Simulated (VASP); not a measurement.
Here is a VASP 6.6.1 calculation.

Contents of INCAR:

```
PREC = Accurate
ENCUT = 520
EDIFF = 1E-6
ISMEAR = 0
SIGMA = 0.05
LREAL = False
LASPH = True
NELM = 80
ALGO = Normal
ISIF = 2
LWAVE = False
LCHARG = True
GGA = CA
LELF = True
LVHAR = True
NBANDS = 20
```

File KPOINTS:

```
Automatic mesh
0
Gamma
  9 9 9
```

The input POSCAR:

```
ScHO2
1.0
    1.5905104664      0.9182816459      4.6807235495
   -1.5905104664      0.9182816459      4.6807235495
    0.0000000000     -1.8365632918      4.6807235495
Sc H O
1 1 2
Direct
    0.0000000000      0.0000000000      0.0000000000
    0.5000000000      0.5000000000      0.5000000000
    0.5897010000      0.5897010000      0.5897010000
    0.4102990000      0.4102990000      0.4102990000
```

Potentials or basis: VASP PAW LDA potentials, release 64 (Sc_sv, H, O).

Command:

```console
$ cat potpaw_LDA.64/Sc_sv/POTCAR potpaw_LDA.64/H/POTCAR potpaw_LDA.64/O/POTCAR > POTCAR
$ mpirun -np 1 vasp_std > vasp.out
```

Question: What does it give for the band gap on the k mesh?

Answer: 3.90 eV (least direct gap 4.41 eV).

Question: Estimate the pressure.

Answer: -9.5 GPa.

Stress tensor (GPa, compression positive):
```
 -4.87   0.00   0.00
  0.00  -4.87   0.00
  0.00   0.00 -18.79
```

Caveat: the stress differs along the axes, from -19 to -5 GPa. A k mesh can miss the band edges.
